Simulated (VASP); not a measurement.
Input of a VASP 6.6.1 run:

Contents of INCAR:

```
PREC = Accurate
ENCUT = 520
EDIFF = 1E-7
ISMEAR = -1
SIGMA = 0.02
LREAL = Auto
LASPH = T
NELM = 80
ALGO = Normal
ISIF = 2
LWAVE = F
LCHARG = F
GGA = PE
NBANDS = 136
```

KPOINTS

```
Automatic mesh
0
Gamma
  1 1 1
```

File POSCAR:

```
AlSi40H16Cl3
1.0
    7.6791800000      0.0000000000      0.0000000000
    0.0000000000     15.3583590000      0.0000000000
    0.0000000000      0.0000000000     19.2555000000
H Si Al Cl
16 40 1 3
Direct
    0.4093926695      0.0000000000      0.0519332139
    0.0906086327      0.0000000000      0.0519332139
    0.9093939718      0.0000000000      0.0519332139
    0.5906099349      0.0000000000      0.0519332139
    0.4093926695      0.2500006674      0.0519332139
    0.0906086327      0.2500006674      0.0519332139
    0.9093939718      0.2500006674      0.0519332139
    0.5906099349      0.2500006674      0.0519332139
    0.4093926695      0.5000013348      0.0519332139
    0.0906086327      0.5000013348      0.0519332139
    0.9093939718      0.5000013348      0.0519332139
    0.5906099349      0.5000013348      0.0519332139
    0.4093926695      0.7500020022      0.0519332139
    0.0906086327      0.7500020022      0.0519332139
    0.9093939718      0.7500020022      0.0519332139
    0.5906099349      0.7500020022      0.0519332139
    0.2500006511      0.0000000000      0.0968814105
    0.7500019533      0.0000000000      0.0968814105
    0.2500006511      0.2500006674      0.0968814105
    0.7500019533      0.2500006674      0.0968814105
    0.2500006511      0.5000013348      0.0968814105
    0.7500019533      0.5000013348      0.0968814105
    0.2500006511      0.7500020022      0.0968814105
    0.7500019533      0.7500020022      0.0968814105
    0.2472659841      0.1247789559      0.1590818208
    0.7564479541      0.1257621338      0.1588273480
    0.2473571397      0.3763488013      0.1728856690
    0.7517990202      0.3750465789      0.1731816883
    0.2501048289      0.6269550022      0.1633870842
    0.7496503533      0.6270787133      0.1635792371
    0.2491672288      0.8742340246      0.1717379450
    0.7529710203      0.8763501361      0.1730310820
    0.0062767118      0.1277350009      0.2293941991
    0.5042465472      0.1316416682      0.2114876269
    0.0006771556      0.3738485342      0.2411311054
    0.4995325022      0.3826515580      0.2365090494
    0.0002734667      0.6308291140      0.2276128898
    0.4996106355      0.6305361139      0.2278050427
    0.0038936449      0.8648515118      0.2371789878
    0.5019416136      0.8648905785      0.2373607541
    0.0590948513     -0.0107758908      0.2872581860
    0.4845309004      0.0084839793      0.2721196541
    0.0099489789      0.2645074256      0.3137181584
    0.4856247672      0.2525204678      0.2792500844
   -0.0002344000      0.5094229143      0.3016229129
    0.4994283244      0.5092601365      0.3014930799
   -0.0007552890      0.7524697137      0.3070187739
    0.5004310356      0.7522548470      0.3071434136
    0.2650282973      0.0496472312      0.3512087456
    0.7814636459      0.0283493829      0.3079276051
    0.2429165614      0.1844077222      0.3175923762
    0.7687799999      0.1999171917      0.2921451014
    0.2502350511      0.5385406084      0.3681441666
    0.7492206199      0.5384689862      0.3692347641
    0.2502480734      0.6802810118      0.3290748098
    0.7494680422      0.6804828563      0.3280828854
    0.5339762839      0.1208332218      0.3596894394
    0.9764454017      0.0840324152      0.4097011244
    0.5415291737      0.2626647808      0.4077120823
    0.4885026787     -0.0411372074      0.4097686375
```

Potentials or basis: VASP PAW PBE potentials, release 64 (H, Si, Al, Cl).

Command:

```bash
$ cat potpaw_PBE.64/H/POTCAR potpaw_PBE.64/Si/POTCAR potpaw_PBE.64/Al/POTCAR potpaw_PBE.64/Cl/POTCAR > POTCAR
$ mpirun -np 1 vasp_gam > vasp.out
```

(1) Estimate the largest force.

Results:

(1) 2.056 eV/Å.

Caveat: the k points lie up to 0.82 Å⁻¹ apart, too coarse for converged energies, forces and pressures; there is no dipole correction, which matters where the two faces differ.
